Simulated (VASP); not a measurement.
The system is Hf.

```xyz
1
Lattice="0.0000 2.2200 2.2200 2.2200 0.0000 2.2200 2.2200 2.2200 0.0000" Properties=species:S:1:pos:R:3 pbc="T T T"
Hf    0.0000    0.0000    0.0000
```

Base run:

```yaml
Program: VASP 6.6.1
Functional: revPBE
Potentials_or_basis: VASP PAW PBE potentials, release 64 (Hf_pv)
Cutoff: 520 eV
k_mesh: 10 × 10 × 10
Occupations: fermi-dirac, width 0.05 eV
Spin: no spin polarisation
```

Its results: band gap on the k mesh zero (band 5 reaches 6.40 eV, above the bottom of band 6 at 4.58 eV); pressure 4.7 GPa.

After a change of settings the same cell gave: band gap on the k mesh zero (band 5 reaches 6.39 eV, above the bottom of band 6 at 4.57 eV); pressure -0.9 GPa. Which change was it?
A. functional from revPBE to PBE; further incar settings from ALGO = Normal; EDIFF = 1e-06; NBANDS = 11 to ALGO = Fast; EDIFF = 1e-07; NBANDS = 11
B. functional from revPBE to r2SCAN
C. occupations from fermi-dirac, width 0.05 eV to tetrahedron; dispersion from none to D3(BJ)
D. functional from revPBE to PBE; occupations from fermi-dirac, width 0.05 eV to gaussian, width 0.02 eV

C.

Caveats: the PAW data sets were made with another functional, which shifts forces and pressure a little; spin-orbit coupling is left out, which moves the levels of the heavy elements; pairwise dispersion overbinds metals, which lowers pressure and volume (some runs); tetrahedron occupations give inexact forces and stress in metals (some runs).
